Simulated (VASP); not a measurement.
## RePd: relaxation of cell and atoms with PBE

Crystal: RePd.

```
Re Pd
1.0
     2.75627    0.00000    0.00000
    -1.37813    2.38700    0.00000
     0.00000    0.00000    4.51383
Re Pd
1 1
Direct
  0.00000 0.00000 0.00000
  0.66667 0.33333 0.50000
```

* Program: VASP 6.6.1
* Task: relaxation of cell and atoms
* Functional: PBE
* Potentials or basis: VASP PAW PBE potentials, release 64 (Re, Pd)
* Cutoff: 600 eV
* k mesh: 24 × 24 × 12
* Occupations: gaussian, width 0.1 eV
* Spin: no spin polarisation
* Dipole correction: no
* Further INCAR settings: ALGO = Fast; EDIFF = 1e-06; IBRION = 2; EDIFFG = -0.01; NSW = 100; ISIF = 3

```yaml
Relaxed_volume: 14.83 Å³/atom
Relaxed_cell: a = 2.745 Å, b = 2.745 Å, c = 4.546 Å, α = 90.00°, β = 90.00°, γ = 120.00°
Space_group_after_relaxing_to_0.1_Å: P-6m2 (No. 187)
Energy_gained_by_relaxing: 1.4 meV/atom
Ionic_steps: 5
Pressure_after_relaxing: 0.0 GPa
Band_gap_on_the_k_mesh: zero (an odd number of electrons rules out a gap without spin polarisation)
```

Step by step:
```csv
step,energy change (eV),largest force (eV/Å),pressure (GPa),volume (Å³)
1,0.0000,0.0000,-0.43,29.70
2,-0.0012,0.0000,1.54,29.52
3,-0.0026,0.0000,0.63,29.60
4,-0.0021,0.0000,-1.28,29.81
5,-0.0028,0.0000,-0.01,29.67
```

Final structure:
```
Re Pd
1.0
     2.74512    0.00000    0.00000
    -1.37256    2.37734    0.00000
     0.00000    0.00000    4.54617
Re Pd
1 1
Cartesian
  0.0000 0.0000 0.0000
  1.3726 0.7924 2.2731
```

Levels at points of the mesh, in eV from the Fermi level:
```csv
k point,band 4,band 5,band 6,band 7,band 8,band 9,band 10,band 11,band 12
"(0.00, 0.00, 0.00)",-3.41,-3.25,-2.34,-2.34,-1.39,-1.39,-0.10,1.79,1.79
"(0.50, 0.00, 0.00)",-3.37,-2.82,-2.73,-1.79,-0.73,1.68,2.61,4.00,6.16
"(0.00, 0.00, 0.50)",-3.52,-3.52,-2.82,-2.73,-2.73,-0.67,-0.67,1.73,1.73
"(0.50, 0.00, 0.50)",-4.66,-2.66,-0.99,-0.78,0.27,0.47,2.13,2.87,4.01
```

It took 4.8 min on 1 thread of AMD EPYC 9R45 96-Core Processor (Zen 5), on a shared host, peak memory 0.34 GiB.

Caveat: spin-orbit coupling is left out, which moves the levels of the heavy elements.
